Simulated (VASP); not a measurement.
# Cu (Fm-3m) in VASP: a series of runs

Cu is run at these levels: r2SCAN+rVV10, revPBE; tasks: single point.

Program: VASP 6.6.1. These are calculated values, not measurements. Logs are shortened: lines on timing, memory, paths and dates and some standing lists are left out, and cuts for length are marked.

### 1 The cell of the first run

The structure is cubic, space group Fm-3m (No. 225). The conventional cell has a = 3.615 Å, b = 3.615 Å, c = 3.615 Å, α = 90.00°, β = 90.00°, γ = 90.00°. Within 3.4 Å of Cu (site symmetry m-3m) lie 12 Cu at 2.56 Å.

### 2 Single point, r2SCAN+rVV10

File POSCAR:

```
Cu
1.0
    0.0000000000      1.8075000000      1.8075000000
    1.8075000000      0.0000000000      1.8075000000
    1.8075000000      1.8075000000      0.0000000000
Cu
1
Direct
    0.0000000000      0.0000000000      0.0000000000
```

File INCAR.step1:

```
SYSTEM = Cu
PREC = Accurate ; ENCUT = 520
ISMEAR = 1 ; SIGMA = 0.15
LREAL = .False. ; LASPH = .True.
NELM = 60 ; NBANDS = 12
GGA = PE ; ALGO = Normal
EDIFF = 1E-4 ; LWAVE = .True.
LCHARG = .False.
```

File INCAR.step2:

```
SYSTEM = Cu
PREC = Accurate ; ENCUT = 520
EDIFF = 1E-7 ; ISMEAR = 1
SIGMA = 0.15 ; LREAL = .False.
LASPH = .True. ; NELM = 60
ALGO = Normal ; ISIF = 2
LWAVE = .False. ; LCHARG = .False.
METAGGA = R2SCAN ; LMIXTAU = .True.
LUSE_VDW = .True. ; IVDW_NL = 2
BPARAM = 11.95 ; CPARAM = 0.0093
NBANDS = 12 ; ISTART = 1
```

File KPOINTS:

```
Automatic mesh
0
Gamma
  13 13 13
  0 0 0
```

Potentials or basis: VASP PAW PBE potentials, release 64 (Cu).

Started as:

```sh
$ cat potpaw_PBE.64/Cu/POTCAR > POTCAR
$ cp INCAR.step1 INCAR
$ mpirun -np 1 vasp_std > vasp.out
$ cp INCAR.step2 INCAR
$ mpirun -np 1 vasp_std > vasp.out
```

OUTCAR:

```text
SYSTEM = Cu
   PREC = Accurate
   ENCUT = 520
   EDIFF = 1E-7
   ISMEAR = 1
   LREAL = .False.
   LASPH = .True.
   NELM = 60
   ISIF = 2
   METAGGA = R2SCAN
   IVDW_NL = 2
   BPARAM = 11.95
   ISTART = 1

 ion  position               nearest neighbor table
   1  0.000  0.000  0.000-

  LATTYP: Found a face centered cubic cell.
 ALAT       =     3.6150000000

  Lattice vectors:

 A1 = (   0.0000000000,   1.8075000000,   1.8075000000)
 A2 = (   1.8075000000,   0.0000000000,   1.8075000000)
 A3 = (   1.8075000000,   1.8075000000,   0.0000000000)

Analysis of symmetry for initial positions (statically):
=====================================================================
 Subroutine PRICEL returns:
 Original cell was already a primitive cell.

 Routine SETGRP: Setting up the symmetry group for a
 face centered cubic supercell.

 Subroutine GETGRP returns: Found 48 space group operations
[... 9 lines left out ...]

 Routine SETGRP: Setting up the symmetry group for a
 face centered cubic supercell.

 Subroutine GETGRP returns: Found 48 space group operations
[... 11 lines left out ...]
                                     Primitive cell

  volume of cell :      11.8104

  direct lattice vectors                    reciprocal lattice vectors
     0.000000000  1.807500000  1.807500000    -0.276625173  0.276625173  0.276625173
     1.807500000  0.000000000  1.807500000     0.276625173 -0.276625173  0.276625173
     1.807500000  1.807500000  0.000000000     0.276625173  0.276625173 -0.276625173

  length of vectors
     2.556191014  2.556191014  2.556191014     0.479128854  0.479128854  0.479128854

  position of ions in fractional coordinates (direct lattice)
     0.000000000  0.000000000  0.000000000

  ion indices of the primitive-cell ions
   primitive index   ion index
                 1           1

----------------------------------------------------------------------------------------

 KPOINTS: Automatic mesh

Automatic generation of k-mesh.
 Grid dimensions read from file:
 generate k-points for:   13   13   13

 Generating k-lattice:

  Cartesian coordinates                     Fractional coordinates (reciprocal lattice)
    -0.021278859  0.021278859  0.021278859     0.076923077  0.000000000  0.000000000
     0.021278859 -0.021278859  0.021278859     0.000000000  0.076923077  0.000000000
     0.021278859  0.021278859 -0.021278859     0.000000000  0.000000000  0.076923077

  Length of vectors
     0.036856066  0.036856066  0.036856066

  Shift w.r.t. Gamma in fractional coordinates (k-lattice)
     0.000000000  0.000000000  0.000000000

 Subroutine IBZKPT returns following result:
 ===========================================

 Found     84 irreducible k-points:

 Following reciprocal coordinates:
            Coordinates               Weight
  0.000000  0.000000  0.000000      1.000000
  0.076923  0.000000  0.000000      8.000000
  0.153846  0.000000  0.000000      8.000000
  0.230769  0.000000  0.000000      8.000000
  0.307692  0.000000  0.000000      8.000000
  0.384615  0.000000  0.000000      8.000000
[... 16 lines left out ...]
  0.384615  0.153846  0.000000     24.000000
  0.461538  0.153846  0.000000     24.000000
 [... further k-points ...]
   k-points           NKPTS =     84   k-points in BZ     NKDIM =     84   number of bands    NBANDS=     12
   number of dos      NEDOS =    301   number of ions     NIONS =      1
   total plane-waves  NPLWV =   8000
   dimension x,y,z NGX =    20 NGY =   20 NGZ =   20
   dimension x,y,z NGXF=    40 NGYF=   40 NGZF=   40
   ions per type =               1
   NGX,Y,Z   is equivalent  to a cutoff of  13.01, 13.01, 13.01 a.u.
   NGXF,Y,Z  is equivalent  to a cutoff of  26.01, 26.01, 26.01 a.u.
 SYSTEM =  Cu
   PREC   = accura    normal or accurate (medium, high low for compatibility)
   ISTART =      1    job   : 0-new  1-cont  2-samecut
   ICHARG =      0    charge: 1-file 2-atom 10-const
   ISPIN  =      1    spin polarized calculation?
   LNONCOLLINEAR =      F non collinear calculations
   LSORBIT =      F    spin-orbit coupling
   LASPH  =      T    aspherical Exc in radial PAW
   ENCUT  =  520.0 eV  38.22 Ry    6.18 a.u.   4.75  4.75  4.75*2*pi/ulx,y,z
   NELM   =     60;   NELMIN=  2; NELMDL=  0     # of ELM steps
   EDIFF  = 0.1E-06   stopping-criterion for ELM
   LREAL  =      F    real-space projection
   EDIFFG = 0.1E-05   stopping-criterion for IOM
   NSW    =      0    number of steps for IOM
   IBRION =     -1    ionic relax: 0-MD 1-quasi-New 2-CG
   NFREE  =      0    steps in history (QN), initial steepest desc. (CG)
   ISIF   =      2    stress and relaxation
   ISYM   =      2    0-nonsym 1-usesym 2-fastsym
   POTIM  = 0.5000    time-step for ionic-motion
   TEBEG  =    0.0;   TEEND  =   0.0 temperature during run
   PSTRESS=    0.0 pullay stress
   NELECT =      11.0000    total number of electrons
   NUPDOWN=      -1.0000    fix difference up-down
   EMIN   =  10.00;   EMAX   =-10.00  energy-range for DOS
   EFERMI =   0.00;   METHOD = LEGACY
   ISMEAR =     1;   SIGMA  =   0.15  broadening in eV -4-tet -1-fermi 0-gaus
   EFERMI_NEDOS =   21; number of points for ismear=-14 and -15
   IALGO  =     38    algorithm
   IMIX   =      4    mixing-type and parameters
     AMIX     =   0.40;   BMIX     =  1.00
     AMIX_MAG =   1.60;   BMIX_MAG =  1.00
  volume/ion in A,a.u.               =      11.81        79.70
  Fermi-wavevector in a.u.,A,eV,Ry     =   1.598763  3.021224 34.777078  2.556043
  Thomas-Fermi vector in A             =   2.696162
   LORBIT       =      0    0 simple, 1 ext, 2 COOP (PROOUT), +10 PAW based schemes
   METAGGA = R2SCAN    functional components
   LHFCALC =     F    Hartree Fock is set to
   AEXX    =    0.0000 exact exchange contribution
   IVDW_NL    =     2    kernel type
   BPARAM     =11.9500
   IVDW    =     0    specifies the selected vdW correction
   LEPSILON=     F    determine dielectric tensor
   LRPA    =     F    only Hartree local field effects (RPA)
 non-spin polarized calculation
 Methfessel and Paxton  Order N= 1 SIGMA  =   0.15
  energy-cutoff  :      520.00
  volume of cell :       11.81
 maximum number of plane-waves:       331
   NGX =  9   NGY =  9   NGZ =  9

 number of electron      11.0000001 magnetization

 Free energy of the ion-electron system (eV)
  ---------------------------------------------------
  ext. energy  EPLUGINS =         0.00000000
  ---------------------------------------------------
  free energy    TOTEN  =       -10.52919248 eV

  energy without entropy =      -10.52905525  energy(sigma->0) =      -10.52914673

 E-fermi :   7.5790     XC(G=0): -13.7737

 val. band max:        7.3583308773   @ k =   0.4615   0.2308   0.0000
 cond. band min:       7.5802003129   @ k =   0.4615   0.3077   0.0000
 fundamental gap:      0.2218694356
 Fermi energy:         7.5790325954

 k-point     1 :       0.0000    0.0000    0.0000
  band No.  band energies     occupation
      1      -2.3045      2.00000
      2       4.2439      2.00000
      3       4.2440      2.00000
      4       4.2440      2.00000
      5       5.0589      2.00000
      6       5.0589      2.00000
      7      30.7496      0.00000
      8      33.7816      0.00000
      9      33.7816      0.00000
     10      33.7819      0.00000
     11      36.1606      0.00000
     12      36.1606      0.00000

 k-point     2 :       0.0769    0.0000    0.0000
  band No.  band energies     occupation
      1      -2.0809      2.00000
      2       4.1972      2.00000
      3       4.2844      2.00000
      4       4.2845      2.00000
      5       5.0435      2.00000
      6       5.0435      2.00000
      7      29.3330      0.00000
      8      31.8789      0.00000
      9      33.1016      0.00000
     10      33.1018      0.00000
     11      37.1509      0.00000
     12      37.1510      0.00000

 k-point     3 :       0.1538    0.0000    0.0000
  band No.  band energies     occupation
      1      -1.4251      2.00000
      2       4.0825      2.00000
      3       4.3710      2.00000
      4       4.3711      2.00000
      5       5.0298      2.00000
      6       5.0299      2.00000
      7      25.3926      0.00000
      8      31.3473      0.00000
      9      32.1262      0.00000
     10      32.1264      0.00000
     11      38.1909      0.00000
     12      38.6465      0.00000

 k-point     4 :       0.2308    0.0000    0.0000
  band No.  band energies     occupation
      1      -0.3972      2.00000
      2       3.9827      2.00000
      3       4.4043      2.00000
      4       4.4044      2.00000
      5       5.1085      2.00000
      6       5.1086      2.00000
      7      21.3265      0.00000
      8      30.8469      0.00000
      9      31.3615      0.00000
     10      31.3616      0.00000
     11      37.5140      0.00000
     12      37.5140      0.00000

 k-point     5 :       0.3077    0.0000    0.0000
  band No.  band energies     occupation
      1       0.8221      2.00000
      2       4.0873      2.00000
      3       4.3441      2.00000
      4       4.3443      2.00000
      5       5.2998      2.00000
      6       5.3000      2.00000
      7      17.5390      0.00000
      8      30.2067      0.00000
      9      30.8584      0.00000
     10      30.8584      0.00000
     11      35.6857      0.00000
     12      35.6858      0.00000
[... 228 lines left out ...]
      1      -0.3830      2.00000
      2       3.7670      2.00000
      3       4.5166      2.00000
      4       4.6282      2.00000
      5       4.8464      2.00000
      6       5.2513      2.00000
      7      24.5928      0.00000
      8      27.3125      0.00000
      9      28.5791      0.00000
     10      30.4957      0.00000
     11      33.4170      0.00000
     12      41.0241      0.00000

 k-point    22 :       0.3077    0.1538    0.0000
  band No.  band energies     occupation
      1       0.6726      2.00000
      2       3.6567      2.00000
      3       4.3363      2.00000
      4       4.6505      2.00000
      5       5.2303      2.00000
      6       5.3981      2.00000
      7      20.6310      0.00000
      8      26.5363      0.00000
      9      27.7178      0.00000
     10      29.5245      0.00000
     11      35.1528      0.00000
     12      40.2525      0.00000

 k-point    23 :       0.3846    0.1538    0.0000
  band No.  band energies     occupation
      1       1.7609      2.00000
      2       3.6950      2.00000
      3       4.1803      2.00000
      4       4.5906      2.00000
      5       5.5673      2.00000
      6       5.8855      2.00000
      7      16.9574      0.00000
      8      26.2273      0.00000
      9      26.3419      0.00000
     10      28.8010      0.00000
     11      38.0852      0.00000
     12      39.5368      0.00000

 k-point    24 :       0.4615    0.1538    0.0000
  band No.  band energies     occupation
      1       2.3985      2.00000
      2       3.8542      2.00000
      3       4.2466      2.00000
      4       4.5118      2.00000
      5       5.6632      2.00000
      6       7.0177      2.00000
      7      13.7433      0.00000
      8      24.9276      0.00000
      9      26.4211      0.00000
     10      28.6156      0.00000
     11      38.7448      0.00000
     12      38.8407      0.00000

 [... further k-points ...]
[... 5 lines left out ...]
  --------------------------------------------------------------------------------------
  -------------------------------------------------------------------------------------
  Total       -0.4459949     -0.4459949     -0.4459949      0.0000000     -0.0000000      0.0000000
  in kB      -60.5028190    -60.5028190    -60.5028190      0.0000000     -0.0000000      0.0000000
  external PRESSURE =     -60.5028190 kB  Pullay stress =       0.0000000 kB

 VOLUME and BASIS-vectors are now :
 -----------------------------------------------------------------------------
  energy-cutoff  :      520.00
  volume of cell :       11.81
      direct lattice vectors                 reciprocal lattice vectors
     0.000000000  1.807500000  1.807500000    -0.276625173  0.276625173  0.276625173
     1.807500000  0.000000000  1.807500000     0.276625173 -0.276625173  0.276625173
     1.807500000  1.807500000  0.000000000     0.276625173  0.276625173 -0.276625173

 POSITION                                       TOTAL-FORCE (eV/Angst)
 -----------------------------------------------------------------------------------
      0.00000      0.00000      0.00000         0.000000     -0.000000      0.000000
 -----------------------------------------------------------------------------------
    total drift:                                0.000000      0.000000      0.000000

  FREE ENERGIE OF THE ION-ELECTRON SYSTEM (eV)
  ---------------------------------------------------
  free  energy   TOTEN  =       -10.5291924777 eV

  energy  without entropy=      -10.5290552479  energy(sigma->0) =      -10.52914673
```

Wall time 29 s (1 thread of Intel Xeon 6975P-C (Granite Rapids), shared host); peak memory 0.18 GiB.

Results:

```
Free energy : -10.5292 eV
Pressure    : -6.1 GPa
```

Levels at points of the mesh, in eV from the Fermi level:
```tsv
k point	band 3	band 4	band 5	band 6	band 7	band 8	band 9	band 10
(0.00, 0.00, 0.00)	-3.34	-3.34	-2.52	-2.52	23.17	26.20	26.20	26.20
```

Caveat: the PAW data sets were made with another functional, which shifts forces and pressure a little.

(Part 1 of 3 ends here.)
